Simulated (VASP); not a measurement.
Co, 2 atoms in the cell. It takes space group P6_3/mmc (No. 194, hexagonal). The conventional cell has a = 2.686 Å, b = 2.686 Å, c = 4.344 Å, α = 90.00°, β = 90.00°, γ = 120.00°. Co (site symmetry -6m2) has 12 Co at 2.67 to 2.69 Å within 3.5 Å. 

| Quantity | Value |
| --- | --- |
| Program | VASP 6.6.1 |
| Task | single point |
| Functional | PBE |
| Potentials or basis | VASP PAW PBE potentials, release 64 (Co) |
| Cutoff | 520 eV |
| k mesh | 24 × 24 × 12 |
| Occupations | gaussian, width 0.15 eV |
| Spin | collinear spin, ferromagnetic start |
| Starting moments | [0.825, 0.825] μB |
| Fixed moment | 1.65 μB |
| Dipole correction | no |
| Further INCAR settings | ALGO = Normal; EDIFF = 1e-06; NBANDS = 20 |

Potentials or basis: VASP PAW PBE potentials, release 64 (Co).

Run with:

```bash
$ cat potpaw_PBE.64/Co/POTCAR > POTCAR
$ mpirun -np 1 vasp_std > vasp.out
```

Hardware: 1 thread of Intel(R) Xeon(R) Platinum 8488C (Sapphire Rapids), with other jobs on the host.

Estimate the wall time of this run.

Wall time 3.6 min on 1 thread of Intel(R) Xeon(R) Platinum 8488C (Sapphire Rapids) (shared host), peak memory 0.4 GiB. Counts: scf iterations 13, k points 427.
